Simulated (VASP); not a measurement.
Write the native input for VASP 6.6.1 that does the following.

```yaml
Task: single point
Functional: BLYP
Potentials_or_basis: VASP PAW PBE potentials, release 64 (Ni)
Cutoff: 520 eV
k_mesh: 12 × 12 × 12
Occupations: fermi-dirac, width 0.1 eV
Spin: no spin polarisation
Dipole_correction: no
Further_INCAR_settings: ALGO = Normal; EDIFF = 1e-06; NBANDS = 17
```

The structure of Ni lies in POSCAR:

```
Ni
1.0
    0.0000000000      2.6603976404      2.6603976404
    2.6603976404      0.0000000000      2.6603976404
    2.6603976404      2.6603976404      0.0000000000
Ni
2
Direct
    0.1250000000      0.1250000000      0.1250000000
    0.8750000000      0.8750000000      0.8750000000
```

This isn't the form of Ni at room conditions, which is fcc.

The input as run:

INCAR

```
AGGAC = 1.0
AGGAX = 1.0
ALDAC = 0.0
ALDAX = 1.0
ALGO = Normal
EDIFF = 1E-6
ENCUT = 520
GGA = B5
ISIF = 2
ISMEAR = -1
LASPH = True
LCHARG = False
LREAL = False
LWAVE = False
NBANDS = 17
NELM = 60
PREC = Accurate
SIGMA = 0.1
```

KPOINTS

```
k-points
0
Gamma
  12 12 12
```

Potentials or basis: VASP PAW PBE potentials, release 64 (Ni).

Run with:

```bash
$ cat potpaw_PBE.64/Ni/POTCAR > POTCAR
$ mpirun -np 1 vasp_std > vasp.out
```

Results of the run:

| Item | Value |
| --- | --- |
| Pressure | -4.8 GPa |
| Band gap on the k mesh | zero (bands 10 and 11 overlap by 0.25 eV) |

Caveat: the cell stands under tension; the PAW data sets were made with another functional, which shifts forces and pressure a little; the run has no spin polarisation, though such a crystal can be magnetic.

Wall time 85 s on 1 thread of Intel Xeon 8259CL (shared host), peak memory 0.17 GiB.
